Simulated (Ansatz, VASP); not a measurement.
Two plane-wave programs on Au

Contents of POSCAR:

```
Au
1.0
    2.8180352590      0.0000000000      0.0000000000
   -1.4090176295      2.4404901231      0.0000000000
    0.0000000000      0.0000000000      4.8647156952
Au
2
Direct
    0.3333333333      0.6666666667      0.7500000000
    0.6666666667      0.3333333333      0.2500000000
```

INCAR.step1

```
ALGO = Normal
EDIFF = 1E-4
ENCUT = 520
GGA = PE
ISMEAR = 0
LASPH = T
LCHARG = F
LREAL = F
LWAVE = T
NBANDS = 18
NELM = 100
PREC = Accurate
SIGMA = 0.15
```

Contents of INCAR.step2:

```
ALGO = Normal
EDIFF = 1E-6
ENCUT = 520
ISIF = 2
ISMEAR = 0
ISTART = 1
LASPH = T
LCHARG = T
LELF = T
LMIXTAU = T
LREAL = F
LVHAR = T
LWAVE = F
METAGGA = R2SCAN
NBANDS = 18
NELM = 100
PREC = Accurate
SIGMA = 0.15
```

Contents of KPOINTS:

```
k-points
0
Gamma
  24 24 12
```

Input for Ansatz:

```yaml
crystal:
  lattice:
    - [2.818035259, 0.0, 0.0]
    - [-1.4090176295, 2.4404901231, 0.0]
    - [0.0, 0.0, 4.8647156952]
  atoms:
    - { symbol: Au, position: [0.3333333333, 0.6666666667, 0.75] }
    - { symbol: Au, position: [0.6666666667, 0.3333333333, 0.25] }
basis:
  ecutwfc: 500
kpoints:
  mp_grid: { grid: [24, 24, 12] }
hamiltonian:
  xc: r2scan
scf:
  occupations: { method: gaussian, width: 0.15 }
output:
  forces: true
  stress: true
  eigenvalues: true
```

Change from the starting cell: strain -0.025 along x and y, +0.000 along z, atoms carried along.

Alike in both runs: task single point; functional r2SCAN; k mesh 24 × 24 × 12; occupations gaussian, width 0.15 eV; no spin polarisation.

```csv
,VASP,Ansatz
version,VASP 6.6.1,Ansatz 0.2.0
potentials or method,"VASP PAW PBE potentials, release 64 (Au), cutoff 520 eV","scalar-relativistic, plane waves, PAW"
valence electrons in the cell,22,38
```

```tsv
	VASP	Ansatz	Ansatz less VASP
gap on the k mesh at the Fermi level (eV)	none	none	-
pressure (GPa)	9.5	9.1	-0.40
traceless stress, the component that is largest in VASP (GPa)	-2.19	-2.11	+0.084
```

VASP's potentials were made for PBE, not for r2SCAN. A gap of «none» marks a metal or a gap that the smearing closes. VASP's potentials hold 22 valence electrons a cell and Ansatz's 38, so a difference there can come from the potentials and not from the codes.

Spin-orbit coupling is off throughout.
